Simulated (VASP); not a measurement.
Input of a VASP 6.6.1 run:

File POSCAR:

```
W
1.0
   -1.6081756200      1.6081756200      1.6081756200
    1.6081756200     -1.6081756200      1.6081756200
    1.6081756200      1.6081756200     -1.6081756200
W
1
Direct
    0.0000000000      0.0000000000      0.0000000000
```

INCAR.step1

```
ALGO = Normal
EDIFF = 1E-4
ENCUT = 520
GGA = PE
ISMEAR = -1
LASPH = T
LCHARG = F
LREAL = F
LWAVE = T
NBANDS = 13
NELM = 80
PREC = Accurate
SIGMA = 0.1
```

The input INCAR.step2:

```
ALGO = Normal
EDIFF = 1E-7
ENCUT = 520
ISIF = 2
ISMEAR = -1
ISTART = 1
LASPH = T
LCHARG = T
LELF = T
LMIXTAU = T
LREAL = F
LVHAR = T
LWAVE = F
METAGGA = R2SCAN
NBANDS = 13
NELM = 80
PREC = Accurate
SIGMA = 0.1
```

Contents of KPOINTS:

```
k-points
0
Gamma
  8 8 8
```

Potentials or basis: VASP PAW PBE potentials, release 64 (W_sv).

Command:

```sh
$ cat potpaw_PBE.64/W_sv/POTCAR > POTCAR
$ cp INCAR.step1 INCAR
$ mpirun -np 1 vasp_std > vasp.out
$ cp INCAR.step2 INCAR
$ mpirun -np 1 vasp_std > vasp.out
```

(1) Predict the pressure.

(2) Estimate the band gap on the k mesh.

Answers

(1) -12.0 GPa.

(2) zero (band 7 reaches 15.60 eV, above the bottom of band 8 at 9.40 eV).

Caveat: the PAW data sets were made with another functional, which shifts forces and pressure a little; spin-orbit coupling is left out, which moves the levels of the heavy elements.
